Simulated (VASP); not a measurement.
# BaTiO3 (P1) in VASP: single point with PBE

Aim: the single point of BaTiO3 with PBE.

Everything below comes from runs of VASP 6.6.1. Logs are shortened: lines on timing, memory, paths and dates and some standing lists are left out, and cuts for length are marked.

## (1) The cell of the first run

The typed cell holds 5 atoms: a = 3.848 Å, b = 3.997 Å, c = 4.110 Å, α = 90.70°, β = 87.73°, γ = 90.72°.

## (2) Single point, PBE (atoms moved at random and the cell strained at random)

Contents of INCAR:

```
SYSTEM = BaTiO3
PREC     = Accurate       ! precision mode
ENCUT    = 520            ! plane-wave cutoff, eV
EDIFF    = 1E-6           ! SCF threshold, eV
ISMEAR   = 0              ! smearing method
SIGMA    = 0.05           ! smearing width, eV
LREAL    = .False.        ! projectors in reciprocal space
LASPH    = .True.         ! aspherical terms in the spheres
NELM     = 80             ! most SCF steps
ALGO     = Normal         ! electronic algorithm
ISIF     = 2              ! what is computed and relaxed
LWAVE    = .False.        ! write WAVECAR
LCHARG   = .False.        ! write CHGCAR
GGA      = PE             ! functional
NBANDS   = 28             ! bands
```

Contents of KPOINTS:

```
Automatic mesh
0
Gamma
  8 8 8
  0 0 0
```

Contents of POSCAR:

```
BaTiO3
1.0
    3.8469340265     -0.0242279182      0.0785455598
   -0.0242279182      3.9973183656     -0.0244875568
    0.0785465263     -0.0244878581      4.1095367401
Ba Ti O
1 1 3
Direct
    0.0002833854     -0.0301930754      0.0309743256
    0.5214720260      0.4898004955      0.5053569514
    0.4826874983      0.5078685810      0.0116335455
    0.5184607425     -0.0154407727      0.4599199335
   -0.0229036521      0.5479647717      0.4921152439
```

Potentials or basis: VASP PAW PBE potentials, release 64 (Ba_sv, Ti_sv, O).

Command:

```bash
> cat potpaw_PBE.64/Ba_sv/POTCAR potpaw_PBE.64/Ti_sv/POTCAR potpaw_PBE.64/O/POTCAR > POTCAR
> mpirun -np 1 vasp_std > vasp.out
```

OUTCAR:

```text
SYSTEM = BaTiO3
   PREC = Accurate
   ENCUT = 520
   EDIFF = 1E-6
   ISMEAR = 0
   LREAL = .False.
   LASPH = .True.
   NELM = 80
   ISIF = 2
   GGA = PE

 ion  position               nearest neighbor table
   1  0.000  0.970  0.031-   4 2.51   5 2.55   3 2.63   3 2.70   4 2.71   5 2.77   3 2.82   3 2.95
                             5 2.97   4 3.02   4 3.05   5 3.23   2 3.26   2 3.35   2 3.45   2 3.46
   2  0.521  0.490  0.505-   5 1.76   4 1.99   4 2.03   3 2.04   3 2.08   5 2.11   1 3.26   1 3.35
                             1 3.45   1 3.46   1 3.47   1 3.50   1 3.56   1 3.59
   3  0.483  0.508  0.012-   2 2.04   2 2.08   1 2.63   1 2.70   1 2.82   1 2.95
   4  0.518  0.985  0.460-   2 1.99   2 2.03   1 2.51   1 2.71   1 3.02   1 3.05
   5  0.977  0.548  0.492-   2 1.76   2 2.11   1 2.55   1 2.77   1 2.97   1 3.23

  LATTYP: Found a triclinic cell.
 ALAT       =     5.7685045527
 B/A-ratio  =     0.6929814746
 C/A-ratio  =     0.9565943269
 COS(alpha) =     0.0003829819
 COS(beta)  =     0.5113825244
 COS(gamma) =     0.7016729953

  Lattice vectors:

 A1 = (  -0.1027744445,   4.0218062237,  -4.1340242969)
 A2 = (  -0.0242279182,   3.9973183656,  -0.0244875568)
 A3 = (   3.7683875002,   0.0002599399,  -4.0309911803)

Analysis of symmetry for initial positions (statically):
=====================================================================
 Subroutine PRICEL returns:
 Original cell was already a primitive cell.

 Routine SETGRP: Setting up the symmetry group for a
 triclinic supercell.

 Subroutine GETGRP returns: Found  1 space group operations
 (whereof  1 operations were pure point group operations)
 out of a pool of  2 trial point group operations.

The static configuration has the point symmetry C_1 .

Analysis of symmetry for dynamics (positions and initial velocities):
=====================================================================
 Subroutine PRICEL returns:
 Original cell was already a primitive cell.

 Routine SETGRP: Setting up the symmetry group for a
 triclinic supercell.

 Subroutine GETGRP returns: Found  1 space group operations
 (whereof  1 operations were pure point group operations)
 out of a pool of  2 trial point group operations.

The dynamic configuration has the point symmetry C_1 .

 Subroutine INISYM returns: Found  1 space group operations
 (whereof  1 operations are pure point group operations),
 and found     1 'primitive' translations

----------------------------------------------------------------------------------------

                                     Primitive cell

  volume of cell :      63.1648

  direct lattice vectors                    reciprocal lattice vectors
     3.846934027 -0.024227918  0.078545560     0.260058305  0.001545831 -0.004961343
    -0.024227918  3.997318366 -0.024487557     0.001545831  0.250186036  0.001461260
     0.078546526 -0.024487858  4.109536740    -0.004961282  0.001461242  0.243439964

  length of vectors
     3.847812080  3.997466791  4.110360256     0.260110220  0.250195078  0.243494898

  position of ions in fractional coordinates (direct lattice)
     0.000283385  0.969806925  0.030974326
     0.521472026  0.489800495  0.505356951
     0.482687498  0.507868581  0.011633545
     0.518460742  0.984559227  0.459919933
     0.977096348  0.547964772  0.492115244

  ion indices of the primitive-cell ions
   primitive index   ion index
                 1           1
                 2           2
                 3           3
                 4           4
                 5           5

----------------------------------------------------------------------------------------

 KPOINTS: Automatic mesh

Automatic generation of k-mesh.
 Grid dimensions read from file:
 generate k-points for:    8    8    8

 Generating k-lattice:

  Cartesian coordinates                     Fractional coordinates (reciprocal lattice)
     0.032507288  0.000193229 -0.000620168     0.125000000 -0.000000000 -0.000000000
     0.000193229  0.031273254  0.000182657    -0.000000000  0.125000000  0.000000000
    -0.000620160  0.000182655  0.030429995    -0.000000000  0.000000000  0.125000000

  Length of vectors
     0.032513778  0.031274385  0.030436862

  Shift w.r.t. Gamma in fractional coordinates (k-lattice)
     0.000000000  0.000000000  0.000000000

 Subroutine IBZKPT returns following result:
 ===========================================

 Found    260 irreducible k-points:

 Following reciprocal coordinates:
            Coordinates               Weight
  0.000000  0.000000  0.000000      1.000000
  0.125000  0.000000  0.000000      2.000000
  0.250000  0.000000  0.000000      2.000000
  0.375000  0.000000  0.000000      2.000000
  0.500000  0.000000  0.000000      1.000000
  0.000000  0.125000 -0.000000      2.000000
[... 16 lines left out ...]
  0.125000  0.375000  0.000000      2.000000
  0.250000  0.375000  0.000000      2.000000
 [... further k-points ...]
   k-points           NKPTS =    260   k-points in BZ     NKDIM =    260   number of bands    NBANDS=     28
   number of dos      NEDOS =    301   number of ions     NIONS =      5
   total plane-waves  NPLWV =  28800
   dimension x,y,z NGX =    30 NGY =   30 NGZ =   32
   dimension x,y,z NGXF=    60 NGYF=   60 NGZF=   64
   ions per type =               1   1   3
   NGX,Y,Z   is equivalent  to a cutoff of  12.96, 12.48, 12.94 a.u.
   NGXF,Y,Z  is equivalent  to a cutoff of  25.92, 24.95, 25.89 a.u.
 SYSTEM =  BaTiO3
   PREC   = accura    normal or accurate (medium, high low for compatibility)
   ISTART =      0    job   : 0-new  1-cont  2-samecut
   ICHARG =      2    charge: 1-file 2-atom 10-const
   ISPIN  =      1    spin polarized calculation?
   LNONCOLLINEAR =      F non collinear calculations
   LSORBIT =      F    spin-orbit coupling
   LASPH  =      T    aspherical Exc in radial PAW
   ENCUT  =  520.0 eV  38.22 Ry    6.18 a.u.   7.15  7.43  7.64*2*pi/ulx,y,z
   NELM   =     80;   NELMIN=  2; NELMDL= -5     # of ELM steps
   EDIFF  = 0.1E-05   stopping-criterion for ELM
   LREAL  =      F    real-space projection
   EDIFFG = 0.1E-04   stopping-criterion for IOM
   NSW    =      0    number of steps for IOM
   IBRION =     -1    ionic relax: 0-MD 1-quasi-New 2-CG
   NFREE  =      0    steps in history (QN), initial steepest desc. (CG)
   ISIF   =      2    stress and relaxation
   ISYM   =      2    0-nonsym 1-usesym 2-fastsym
   POTIM  = 0.5000    time-step for ionic-motion
   TEBEG  =    0.0;   TEEND  =   0.0 temperature during run
   PSTRESS=    0.0 pullay stress
   NELECT =      40.0000    total number of electrons
   NUPDOWN=      -1.0000    fix difference up-down
   EMIN   =  10.00;   EMAX   =-10.00  energy-range for DOS
   EFERMI =   0.00;   METHOD = LEGACY
   ISMEAR =     0;   SIGMA  =   0.05  broadening in eV -4-tet -1-fermi 0-gaus
   EFERMI_NEDOS =   21; number of points for ismear=-14 and -15
   IALGO  =     38    algorithm
   IMIX   =      4    mixing-type and parameters
     AMIX     =   0.40;   BMIX     =  1.00
     AMIX_MAG =   1.60;   BMIX_MAG =  1.00
  volume/ion in A,a.u.               =      12.63        85.25
  Fermi-wavevector in a.u.,A,eV,Ry     =   1.405842  2.656656 26.890439  1.976391
  Thomas-Fermi vector in A             =   2.528262
   LORBIT       =      0    0 simple, 1 ext, 2 COOP (PROOUT), +10 PAW based schemes
   GGA     = PE    functional components
   LHFCALC =     F    Hartree Fock is set to
   AEXX    =    0.0000 exact exchange contribution
   IVDW    =     0    specifies the selected vdW correction
   LEPSILON=     F    determine dielectric tensor
   LRPA    =     F    only Hartree local field effects (RPA)
 non-spin polarized calculation
 Gauss-broadening in eV      SIGMA  =   0.05
  energy-cutoff  :      520.00
  volume of cell :       63.16
 maximum number of plane-waves:      1716
 NGX is ok and might be reduce to    30
   NGX = 15   NGY = 15   NGZ = 15

 number of electron      39.9999998 magnetization

 Free energy of the ion-electron system (eV)
  ---------------------------------------------------
  ext. energy  EPLUGINS =         0.00000000
  ---------------------------------------------------
  free energy    TOTEN  =       -39.21556093 eV

  energy without entropy =      -39.21556093  energy(sigma->0) =      -39.21556093

 E-fermi :   4.2917     XC(G=0): -11.3026

 val. band max:        3.9922591937   @ k =   0.5000   0.5000   0.5000
 cond. band min:       6.0087993692   @ k =   0.0000   0.0000   0.0000
 fundamental gap:      2.0165401755
 Fermi energy:         4.2917242100

 k-point     1 :       0.0000    0.0000    0.0000
  band No.  band energies     occupation
      1     -52.5290      2.00000
      2     -28.8923      2.00000
      3     -28.7390      2.00000
      4     -28.7248      2.00000
      5     -20.7399      2.00000
      6     -13.2119      2.00000
[... 20 lines left out ...]
     27       9.7118      0.00000
     28      11.2047      0.00000

 k-point     2 :       0.1250    0.0000    0.0000
  band No.  band energies     occupation
      1     -52.5287      2.00000
      2     -28.9042      2.00000
      3     -28.7386      2.00000
      4     -28.7246      2.00000
      5     -20.7142      2.00000
      6     -13.1480      2.00000
[... 20 lines left out ...]
     27       9.9756      0.00000
     28      11.6062      0.00000

 k-point     3 :       0.2500    0.0000    0.0000
  band No.  band energies     occupation
      1     -52.5281      2.00000
      2     -28.9331      2.00000
      3     -28.7375      2.00000
      4     -28.7239      2.00000
      5     -20.6509      2.00000
      6     -13.0557      2.00000
[... 20 lines left out ...]
     27      10.6596      0.00000
     28      12.4152      0.00000

 k-point     4 :       0.3750    0.0000    0.0000
  band No.  band energies     occupation
      1     -52.5274      2.00000
      2     -28.9619      2.00000
      3     -28.7364      2.00000
      4     -28.7231      2.00000
      5     -20.5857      2.00000
      6     -13.1122      2.00000
[... 578 lines left out ...]
     27      11.3562      0.00000
     28      12.6831      0.00000

 k-point    23 :       0.1250    0.3750    0.0000
  band No.  band energies     occupation
      1     -52.5278      2.00000
      2     -28.9034      2.00000
      3     -28.7827      2.00000
      4     -28.7231      2.00000
      5     -20.6067      2.00000
      6     -13.2971      2.00000
[... 20 lines left out ...]
     27      11.5479      0.00000
     28      12.9217      0.00000

 k-point    24 :       0.2500    0.3750    0.0000
  band No.  band energies     occupation
      1     -52.5272      2.00000
      2     -28.9314      2.00000
      3     -28.7815      2.00000
      4     -28.7224      2.00000
      5     -20.5596      2.00000
      6     -13.0591      2.00000
[... 20 lines left out ...]
     27      12.1227      0.00000
     28      13.0019      0.00000

 [... further k-points ...]
[... 5 lines left out ...]
  --------------------------------------------------------------------------------------
  -------------------------------------------------------------------------------------
  Total        9.1813177      3.7619021      1.9773572      0.0363980     -0.1115365     -2.1278801
  in kB      232.8844935     95.4207980     50.1557442      0.9232368     -2.8291273    -53.9737637
  external PRESSURE =     126.1536785 kB  Pullay stress =       0.0000000 kB

 VOLUME and BASIS-vectors are now :
 -----------------------------------------------------------------------------
  energy-cutoff  :      520.00
  volume of cell :       63.16
      direct lattice vectors                 reciprocal lattice vectors
     3.846934027 -0.024227918  0.078545560     0.260058305  0.001545831 -0.004961343
    -0.024227918  3.997318366 -0.024487557     0.001545831  0.250186036  0.001461260
     0.078546526 -0.024487858  4.109536740    -0.004961282  0.001461242  0.243439964

 POSITION                                       TOTAL-FORCE (eV/Angst)
 -----------------------------------------------------------------------------------
     -0.01997      3.87586      0.10356         0.512227      1.008395     -1.338728
      2.03390      1.93288      2.10575        -1.121927     -0.279066      0.175411
      1.84548      2.01813      0.07328         0.176596     -0.876450     -1.003453
      2.00676      3.91177      1.90667        -1.014923      1.554364      1.455945
      3.78420      2.15467      2.08569         1.448026     -1.407243      0.710826
 -----------------------------------------------------------------------------------
    total drift:                               -0.000432      0.000206     -0.000023

  FREE ENERGIE OF THE ION-ELECTRON SYSTEM (eV)
  ---------------------------------------------------
  free  energy   TOTEN  =       -39.2155609250 eV

  energy  without entropy=      -39.2155609250  energy(sigma->0) =      -39.21556093
```

It took 12 min on 1 thread of Intel Xeon 8259CL, shared host; peak memory 0.52 GiB.

Results:

```yaml
Free_energy: -39.2156 eV
Pressure: 12.6 GPa
Largest_force: 2.359 eV/Å
Band_gap_on_the_k_mesh: 2.02 eV (least direct gap 2.32 eV)
```

Forces in eV/Å, atoms in the order of the input:
```
Ba   0.512  1.008 -1.339
Ti  -1.122 -0.279  0.175
O    0.177 -0.876 -1.003
O   -1.015  1.554  1.456
O    1.448 -1.407  0.711
```

Stress tensor (GPa, compression positive):
```
23.29  0.09 -5.40
 0.09  9.54 -0.28
-5.40 -0.28  5.02
```

Caveat: the cell differs from its parent crystal (atoms moved at random and the cell strained at random); the cell stands under pressure; spin-orbit coupling is left out, which moves the levels of the heavy elements; forces of over 1 eV/Å act on the atoms, so gaps and moduli don't describe the material at rest. A k mesh can miss the band edges.
